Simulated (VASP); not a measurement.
Wanted: the native input for a VASP 6.6.1 run.

| Item | Value |
| --- | --- |
| Task | single point |
| Functional | PBE |
| Potentials or basis | VASP PAW PBE potentials, release 64 (Be, V_sv) |
| Cutoff | 520 eV |
| k mesh | 6 × 6 × 2 |
| Occupations | gaussian, width 0.1 eV |
| Spin | collinear spin, ferromagnetic start |
| Starting moments | [0.0, 0.0, 2.0, 2.0, 2.0, 2.0] μB |
| Dipole correction | no |
| Further INCAR settings | ALGO = Fast; EDIFF = 1e-07; NBANDS = 41 |

The structure of BeV2 lies in POSCAR:

```
BeV2
1.0
    2.6504342316      0.0000000000      0.0000000000
   -1.3252171158      2.2953433757      0.0000000000
    0.0000000000      0.0000000000     10.3091022989
Be V
2 4
Direct
    0.3333333333      0.6666666667      0.2500000000
    0.6666666667      0.3333333333      0.7500000000
    0.3333333333      0.6666666667      0.6275000000
    0.6666666667      0.3333333333      0.1275000000
    0.3333333333      0.6666666667      0.8725000000
    0.6666666667      0.3333333333      0.3725000000
```

One way to write it, as run:

INCAR

```
SYSTEM = BeV2
  PREC = Accurate
  ENCUT = 520
  EDIFF = 1E-7
  ISMEAR = 0
  SIGMA = 0.1
  LREAL = .False.
  LASPH = .True.
  NELM = 150
  ALGO = Fast
  ISIF = 2
  LWAVE = .False.
  LCHARG = .False.
  ISPIN = 2
  MAGMOM = 0 0 2 2 2 2
  LORBIT = 11
  LMAXMIX = 4
  GGA = PE
  NBANDS = 41
```

KPOINTS

```
regular mesh
0
Gamma
  6 6 2
  0 0 0
```

Potentials or basis: VASP PAW PBE potentials, release 64 (Be, V_sv).

Launch:

```sh
$ cat potpaw_PBE.64/Be/POTCAR potpaw_PBE.64/V_sv/POTCAR > POTCAR
$ mpirun -np 1 vasp_std > vasp.out
```

It gave:

- Pressure: 62.5 GPa
- Largest force: 6.338 eV/Å
- Band gap on the k mesh: zero (filled and empty bands overlap)
- Net moment: 0.00 μB per cell
- Valence electrons inside the program's atomic spheres: Be 1.85; V 11.99

Caveat: the k points lie up to 0.46 Å⁻¹ apart; forces of over 1 eV/Å act on the atoms, so gaps and moduli don't describe the material at rest.

Run time: 100 s on 1 thread of Intel(R) Xeon(R) 6975P-C (Granite Rapids) (shared host), peak memory 0.22 GiB.
